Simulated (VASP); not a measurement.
# HfN (Fm-3m) in VASP: a series of runs, part 2 of 2

VASP 6.6.1.

**4. Relaxation of cell and atoms, PBE, target pressure 9 GPa, at which the enthalpy is minimised**

Contents of INCAR:

```
SYSTEM = HfN
  PREC = Accurate
  ENCUT = 600
  EDIFF = 1E-7
  ISMEAR = -1
  SIGMA = 0.15
  LREAL = .FALSE.
  LASPH = .TRUE.
  NELM = 120
  ALGO = Normal
  ISIF = 3
  LWAVE = .FALSE.
  LCHARG = .FALSE.
  GGA = PE
  IBRION = 2
  NSW = 80
  EDIFFG = -0.001
  PSTRESS = 90.0
  GGA_COMPAT = .FALSE.
  NELMIN = 4
```

Contents of KPOINTS:

```
regular mesh
0
G
  16 16 16
  0 0 0
```

Contents of POSCAR:

```
HfN
1.0
    0.0000000000      2.2743602385      2.2743602385
    2.2743602385      0.0000000000      2.2743602385
    2.2743602385      2.2743602385      0.0000000000
Hf N
1 1
Direct
    0.0000000000      0.0000000000      0.0000000000
    0.5000000000      0.5000000000      0.5000000000
```

Potentials or basis: VASP PAW PBE potentials, release 64 (Hf_pv, N).

The run is started by

```sh
$ cat potpaw_PBE.64/Hf_pv/POTCAR potpaw_PBE.64/N/POTCAR > POTCAR
$ mpirun -np 1 vasp_std > vasp.out
```

OUTCAR:

```text
SYSTEM = HfN
   PREC = Accurate
   ENCUT = 600
   EDIFF = 1E-7
   ISMEAR = -1
   LREAL = .FALSE.
   LASPH = .TRUE.
   NELM = 120
   ISIF = 3
   GGA = PE
   IBRION = 2
   NSW = 80
   EDIFFG = -0.001
   PSTRESS = 90.0
   NELMIN = 4

 ion  position               nearest neighbor table
   1  0.000  0.000  0.000-   2 2.27   2 2.27   2 2.27   2 2.27   2 2.27   2 2.27
   2  0.500  0.500  0.500-   1 2.27   1 2.27   1 2.27   1 2.27   1 2.27   1 2.27

  LATTYP: Found a face centered cubic cell.
 ALAT       =     4.5487204770

  Lattice vectors:

 A1 = (   0.0000000000,   2.2743602385,   2.2743602385)
 A2 = (   2.2743602385,   0.0000000000,   2.2743602385)
 A3 = (   2.2743602385,   2.2743602385,   0.0000000000)

Analysis of symmetry for initial positions (statically):
=====================================================================
 Subroutine PRICEL returns:
 Original cell was already a primitive cell.

[... 409 lines left out ...]

 val. band max:        8.5686525555   @ k =  -0.1250   0.0625   0.0000
 cond. band min:       8.5740719657   @ k =   0.3750   0.1250   0.0000
 fundamental gap:      0.0054194101
 Fermi energy:         8.5719904161

 k-point     1 :       0.0000    0.0000    0.0000
  band No.  band energies     occupation
      1     -22.5046      2.00000
      2     -22.5046      2.00000
      3     -22.5046      2.00000
      4      -9.0657      2.00000
      5       5.5128      2.00000
      6       5.5128      2.00000
      7       5.5128      2.00000
      8       8.2089      1.83675
      9       8.2089      1.83675
     10       8.2089      1.83675
     11      10.5572      0.00000
[... 309 lines left out ...]
 k-point    24 :      -0.0625    0.0625    0.0000
  band No.  band energies     occupation
      1     -22.6088      2.00000
      2     -22.5305      2.00000
      3     -22.5065      2.00000
      4      -8.8197      2.00000
      5       4.4841      2.00000
      6       4.8308      2.00000
      7       5.1552      2.00000
      8       8.3763      1.57324
      9       8.3870      1.54877
     10       8.8407      0.28588
     11      10.7320      0.00000

 [... further k-points ...]
[... 5 lines left out ...]
  --------------------------------------------------------------------------------------
  -------------------------------------------------------------------------------------
  Total        1.2707473      1.2707473      1.2707473      0.0000000     -0.0000000      0.0000000
  in kB       90.1009429     90.1009429     90.1009429      0.0000000     -0.0000000      0.0000000
  external PRESSURE =       0.1009429 kB  Pullay stress =      90.0000000 kB
[... 21 lines left out ...]
  energy  without entropy=      -21.7207010808  energy(sigma->0) =      -21.74190562

  enthalpy is  TOTEN    =       -20.4937865166 eV   P V=        1.2693236333

 reached required accuracy - stopping structural energy minimisation
```

Wall time 3.2 min (1 thread of Intel Xeon Platinum 8375C at 2.90GHz (Ice Lake), shared host); peak memory 0.21 GiB.

What came out:

```
Free energy                                            : -21.7631 eV
Relaxed volume                                         : 11.30 Å³/atom
Relaxed cell                                           : a = 3.173 Å, b = 3.173 Å, c = 3.173 Å, α = 60.00°, β = 60.00°, γ = 60.00°
Space group after relaxing (to 0.05 Å)                 : Fm-3m (No. 225)
Energy change on relaxing (the enthalpy is what falls) : +8.9 meV/atom
Ionic steps                                            : 7
Pressure after relaxing                                : 9.0 GPa
```

Step by step:
```csv
step,energy change (eV),largest force (eV/Å),pressure (GPa),volume (Å³)
1,0.0000,0.0000,-2.43,23.53
2,0.2813,0.0000,39.74,20.78
3,0.0165,0.0000,8.66,22.62
4,0.0177,0.0000,8.97,22.60
5,0.0188,0.0000,9.22,22.58
6,0.0163,0.0000,8.61,22.63
7,0.0179,0.0000,9.01,22.60
```

Final structure:
```
CELL_PARAMETERS angstrom
0.00000 2.24390 2.24390
2.24390 0.00000 2.24390
2.24390 2.24390 0.00000
ATOMIC_POSITIONS crystal
Hf 0.00000 0.00000 0.00000
N 0.50000 0.50000 0.50000
```

Levels at points of the mesh, in eV from the Fermi level:
| k point | band 4 | band 5 | band 6 | band 7 | band 8 | band 9 | band 10 | band 11 |
| --- | --- | --- | --- | --- | --- | --- | --- | --- |
| (0.00, 0.00, 0.00) | -17.64 | -3.06 | -3.06 | -3.06 | -0.36 | -0.36 | -0.36 | 1.99 |
| (0.50, 0.00, 0.00) | -14.80 | -9.01 | -6.29 | -6.29 | 3.36 | 3.80 | 3.80 | 4.53 |
| (0.50, 0.50, 0.00) | -16.54 | -5.42 | -3.91 | -3.71 | -3.71 | 4.20 | 5.68 | 5.68 |

Caveat: the cell is relaxed towards a set pressure, so the enthalpy falls and the energy may rise; spin-orbit coupling is left out, which moves the levels of the heavy elements.

**5. Summary**

| task | cell | gap on the mesh (eV) | pressure (GPa) |
| --- | --- | --- | --- |
| relaxation of cell and atoms | relaxed to 6 GPa from a = 3.216 Å, angles 60.0°, 2 atoms | none | 6.0 |
| single point | a = 3.182 Å, angles 60.0°, 2 atoms | none | 6.5 |
| relaxation of cell and atoms | relaxed to 9 GPa from a = 3.216 Å, angles 60.0°, 2 atoms | none | 9.0 |

Alike in all rows: level PBE; potentials or basis VASP PAW PBE potentials, release 64 (Hf_pv, N); no spin polarisation; k mesh 16 × 16 × 16; cutoff (eV) 600; smearing fermi-dirac 0.15 eV.

Caveats: spin-orbit coupling is left out, which moves the levels of the heavy elements; the cell is relaxed towards a set pressure, so the enthalpy falls and the energy may rise (some runs).

Total energies depend on the potentials used, so only differences within one code and one set of settings carry meaning.
